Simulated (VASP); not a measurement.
Set up this calculation in VASP 6.6.1, as the native input.

| Quantity | Value |
| --- | --- |
| Task | single point |
| Functional | PBE |
| Potentials or basis | VASP PAW PBE potentials, release 64 (Ta_pv, N) |
| Cutoff | 520 eV |
| k mesh | 5 × 5 × 8 |
| Occupations | methfessel-paxton, width 0.2 eV |
| Spin | no spin polarisation |
| Dipole correction | no |
| Further INCAR settings | ALGO = Normal; EDIFF = 1e-06; NBANDS = 33 |

The structure of TaN lies in POSCAR:

```
TaN
1.0
    5.1910000000      0.0000000000      0.0000000000
   -2.5955000000      4.4955380000      0.0000000000
    0.0000000000      0.0000000000      2.9080000000
Ta N
3 3
Direct
    0.0000000000      0.0000000000      0.0000000000
    0.3333333333      0.6666666667      0.5000000000
    0.6666666667      0.3333333333      0.5000000000
    0.5000000000      0.0000000000      0.0000000000
    0.5000000000      0.5000000000      0.0000000000
    0.0000000000      0.5000000000      0.0000000000
```

These files were run (other wordings do the same):

INCAR

```
SYSTEM = TaN
PREC = Accurate
ENCUT = 520
EDIFF = 1E-6
ISMEAR = 1
SIGMA = 0.2
LREAL = .FALSE.
LASPH = .TRUE.
NELM = 60
ALGO = Normal
ISIF = 2
LWAVE = .FALSE.
LCHARG = .FALSE.
GGA = PE
NBANDS = 33
```

KPOINTS

```
Automatic mesh
0
G
  5 5 8
  0 0 0
```

Potentials or basis: VASP PAW PBE potentials, release 64 (Ta_pv, N).

Launch:

```console
$ cat potpaw_PBE.64/Ta_pv/POTCAR potpaw_PBE.64/N/POTCAR > POTCAR
$ mpirun -np 1 vasp_std > vasp.out
```

It gave:

```json
{"Pressure": "10.5 GPa", "Band gap on the k mesh": "zero (band 24 reaches 9.09 eV, above the bottom of band 25 at 6.96 eV)"}
```

Caveat: spin-orbit coupling is left out, which moves the levels of the heavy elements.

It took 98 s on 1 thread of Intel Xeon 8259CL, on a shared host, peak memory 0.21 GiB.
